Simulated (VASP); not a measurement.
Runs of VASP 6.6.1 on SiO. The structure is that of space group Pm-3m (No. 221), or close to it. The cells are those of the table. 

```csv
task,level,cell,cutoff (eV),gap on the mesh (eV),pressure (GPa)
relaxation of cell and atoms,revPBE+D3(BJ),"relaxed from a = 2.807 Å, 2 atoms",600,none,-0.1
single point,revPBE,"a = 2.807 Å, 2 atoms",520,none,1.9
single point,PBEsol,"a = 2.715 Å, 2 atoms",520,none,(a)
single point,PBE,"a = 2.807 Å, 2 atoms",520,none,0.1
single point,PBEsol+D3(BJ),"a = 2.753 Å, 2 atoms",520,none,0.1
```

Alike in all rows: potentials or basis VASP PAW PBE potentials, release 64 (Si, O); no spin polarisation; k mesh 9 × 9 × 9; smearing fermi-dirac 0.05 eV.

Question: Fill in the values left out.

Answer: (a) 10.0.

Caveats: the PAW data sets were made with another functional, which shifts forces and pressure a little (some runs); pairwise dispersion overbinds metals, which lowers pressure and volume (some runs).

A gap of «none» marks levels without a gap at the run's occupations.
